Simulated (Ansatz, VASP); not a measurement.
**Bi2TeO3 in VASP and in Ansatz**

```xyz
6
Lattice="6.2970 0.0000 0.0000 -3.1485 5.4534 0.0000 0.0000 0.0000 3.2200" Properties=species:S:1:pos:R:3 pbc="T T T"
Bi    0.0000    3.6356    0.0000
Bi    3.1485    1.8178    0.0000
Te    0.0000    0.0000    0.0000
O     3.1485    0.0000    1.6100
O     1.5743    2.7267    1.6100
O    -1.5743    2.7267    1.6100
```

Change from the starting cell: species swapped into the SmCo3B2 type (P6/mmm, No. 191).

Alike in both runs: task relaxation of cell and atoms; functional PBE; k mesh 6 × 6 × 12; occupations gaussian, width 0.1 eV; no spin polarisation.

|  | VASP | Ansatz |
| --- | --- | --- |
| version | VASP 6.6.1 | Ansatz 0.2.0 |
| potentials or method | VASP PAW PBE potentials, release 64 (Bi_d, Te, O), cutoff 600 eV | scalar-relativistic, plane waves, PAW |
| valence electrons in the cell | 54 | 64 |

|  | VASP | Ansatz | Ansatz less VASP |
| --- | --- | --- | --- |
| gap on the k mesh at the Fermi level, each at its own relaxed structure (eV) | none | none | - |
| relaxed volume (Å³/atom) | 18.36 | 18.38 | +0.019 |
| relaxed length of the cell vector where the two differ most in proportion (Å) | 6.277 | 6.280 | +0.0033 |

A gap of «none» marks a metal or a gap that the smearing closes. VASP's potentials hold 54 valence electrons a cell and Ansatz's 64, so a difference there can come from the potentials and not from the codes.

Spin-orbit coupling is off throughout.
